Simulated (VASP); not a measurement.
Wanted: the native input for a VASP 6.6.1 run.

```
Task                   : single point
Functional             : PBE
Dispersion             : D3(BJ)
Potentials or basis    : VASP PAW PBE potentials, release 64 (O)
Cutoff                 : 520 eV
k mesh                 : 1 × 1 × 1
Occupations            : fermi-dirac, width 0.02 eV
Spin                   : collinear spin, ferromagnetic start
Starting moments       : [1.0, 1.0, 1.0, 1.0, 1.0, 1.0, 1.0, 1.0, 1.0, 1.0, 1.0, 1.0, 1.0, 1.0, 1.0, 1.0, 1.0, 1.0, 1.0, 1.0] μB
Dipole correction      : no
Further INCAR settings : LREAL = Auto; ALGO = Normal; EDIFF = 1e-06; NBANDS = 80
```

The structure of O lies in POSCAR:

```
O
1.0
    7.7749800000      0.0000000000      0.0000000000
    0.0000000000      7.7749800000      0.0000000000
    0.0000000000      0.0000000000      7.7749800000
O
20
Direct
    0.6414678880      0.1699425593      0.2804380204
    0.5210174174      0.0830227216      0.2253253385
    0.5522586553      0.6558087609      0.0365145634
    0.4384577195      0.7633074297      0.0575435564
    0.9529928051      0.6207347157      0.6942140044
    0.8785746073      0.5345094135      0.8063686337
    0.3518465642      0.4990752388      0.7159118094
    0.3487983249      0.3743546607      0.6258536999
    0.6865226663      0.1951001803      0.7503556279
    0.7770052142      0.2066243257      0.6216221778
    1.0038739649      0.9055200142      0.9713465501
    0.8895714201      0.9862919262      1.0376618332
    0.1458138799      0.0416335476      0.4747922181
    0.1382254359     -0.1105597699      0.4489400616
    0.7915647371      0.4988051416      0.2516147952
    0.8735327937      0.6261237971      0.2562836174
    0.1322189896      0.2737756239      0.0507010951
    0.1915631937      0.3023030284      0.1940197917
    0.6013391674      0.8476291900      0.6136993278
    0.5824838135      0.8263944087      0.4623420253
```

One way to write it, as run:

INCAR

```
  PREC = Accurate
  ENCUT = 520
  EDIFF = 1E-6
  ISMEAR = -1
  SIGMA = 0.02
  LREAL = Auto
  LASPH = T
  NELM = 150
  ALGO = Normal
  ISIF = 2
  LWAVE = F
  LCHARG = F
  ISPIN = 2
  MAGMOM = 1 1 1 1 1 1 1 1 1 1 1 1 1 1 1 1 1 1 1 1
  LORBIT = 11
  GGA = PE
  IVDW = 12
  NBANDS = 80
```

KPOINTS

```
Automatic mesh
0
Gamma
  1 1 1
```

Potentials or basis: VASP PAW PBE potentials, release 64 (O).

Launch:

```bash
$ cat potpaw_PBE.64/O/POTCAR > POTCAR
$ mpirun -np 1 vasp_gam > vasp.out
```

Results of the run:

```
Pressure                                              : 2.2 GPa
Largest force                                         : 4.906 eV/Å
Net moment                                            : 20.00 μB per cell
Site moments                                          : O +0.81, +0.80 (each value once) μB
Valence electrons inside the program's atomic spheres : O 4.89, 4.90, 4.87, 4.88, 4.95, 4.93, 4.94, 4.98 (each value once)
Dispersion energy per atom                            : -0.031 eV
```

Caveat: the k points lie up to 0.81 Å⁻¹ apart, too coarse for converged energies, forces and pressures; the standard files for N, O and F lose accuracy on very short bonds; the atoms stand as in a frame of molecular dynamics.

Wall time 2.8 min on 1 thread of AMD EPYC 7R13, on a shared host, peak memory 0.55 GiB.
